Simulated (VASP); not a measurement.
Crystal: Pd.

```xyz
1
Lattice="-1.5723 1.5723 1.5723 1.5723 -1.5723 1.5723 1.5723 1.5723 -1.5723" Properties=species:S:1:pos:R:3 pbc="T T T"
Pd    0.0000    0.0000    0.0000
```

```yaml
Program: VASP 6.6.1
Task: relaxation of cell and atoms
Functional: LDA
Potentials_or_basis: VASP PAW LDA potentials, release 64 (Pd)
Cutoff: 600 eV
k_mesh: 12 × 12 × 12
Occupations: fermi-dirac, width 0.05 eV
Spin: no spin polarisation
```

At the start: pressure -15.1 GPa; volume 15.55 Å³/atom.

Question: How do energy, volume and symmetry change on relaxing?

Answer: Over 7 steps the energy falls by 66.3 meV/atom and the volume is 14.27 Å³/atom (-8.2 %); space group Im-3m (No. 229, to 0.05 Å).

The path:
| step | energy change (eV) | largest force (eV/Å) | pressure (GPa) | volume (Å³) |
| --- | --- | --- | --- | --- |
| 1 | 0.0000 | 0.0000 | -15.10 | 15.55 |
| 2 | 0.1390 | 0.0000 | 42.15 | 12.48 |
| 3 | -0.0662 | 0.0000 | -0.76 | 14.31 |
| 4 | -0.0663 | 0.0000 | -0.16 | 14.28 |
| 5 | -0.0663 | 0.0000 | 0.23 | 14.25 |
| 6 | -0.0663 | 0.0000 | -0.32 | 14.29 |
| 7 | -0.0663 | 0.0000 | -0.01 | 14.27 |

Final structure:
```
Pd
1.0
    -1.52785    1.52785    1.52785
     1.52785   -1.52785    1.52785
     1.52785    1.52785   -1.52785
Pd
1
Cartesian
  0.0000 0.0000 0.0000
```
